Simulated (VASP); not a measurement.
# WSe2: single point with PBE+D3(BJ)

WSe2:

```xyz
6
Lattice="3.3025 0.0000 0.0000 -1.6513 2.8601 0.0000 0.0000 0.0000 13.3719" Properties=species:S:1:pos:R:3 pbc="T T T"
W     1.6513    0.9534    3.3432
W     0.0000    1.9067   10.0287
Se    0.0000    1.9067    5.0251
Se    1.6513    0.9534   11.7106
Se    0.0000    1.9067    1.6613
Se    1.6513    0.9534    8.3468
```

- Program: VASP 6.6.1
- Task: single point
- Functional: PBE
- Dispersion: D3(BJ)
- Potentials or basis: VASP PAW PBE potentials, release 64 (W_sv, Se)
- Cutoff: 520 eV
- k mesh: 9 × 9 × 2
- Occupations: gaussian, width 0.02 eV
- Spin: no spin polarisation
- Dipole correction: no
- Further INCAR settings: ALGO = Normal; EDIFF = 1e-06; NBANDS = 35

The pressure is -1.7 GPa. The largest force is 0.039 eV/Å. The band gap on the k mesh is 1.19 eV (least direct gap 1.53 eV) and the dispersion energy per atom is -0.447 eV.

Forces in eV/Å, atoms in the order of the input:
```
W    0.000  0.000  0.000
W    0.000  0.000  0.000
Se   0.000  0.000  0.039
Se   0.000  0.000  0.039
Se   0.000  0.000 -0.039
Se   0.000  0.000 -0.039
```

Levels at points of the mesh, in eV from the valence-band top:
| k point | band 23 | band 24 | band 25 | band 26 | band 27 | band 28 | band 29 | band 30 |
| --- | --- | --- | --- | --- | --- | --- | --- | --- |
| (0.00, 0.00, 0.00) | -1.39 | -1.22 | -0.96 | 0.00 | 2.72 | 2.72 | 2.75 | 2.75 |
| (0.00, 0.00, 0.50) | -1.40 | -1.40 | -0.23 | -0.23 | 2.72 | 2.72 | 2.72 | 2.72 |

Run time: 3.8 min on 1 thread of Intel Xeon 8259CL, on a shared host, peak memory 0.31 GiB.

Caveat: spin-orbit coupling is left out, which moves the levels of the heavy elements. A k mesh can miss the band edges.
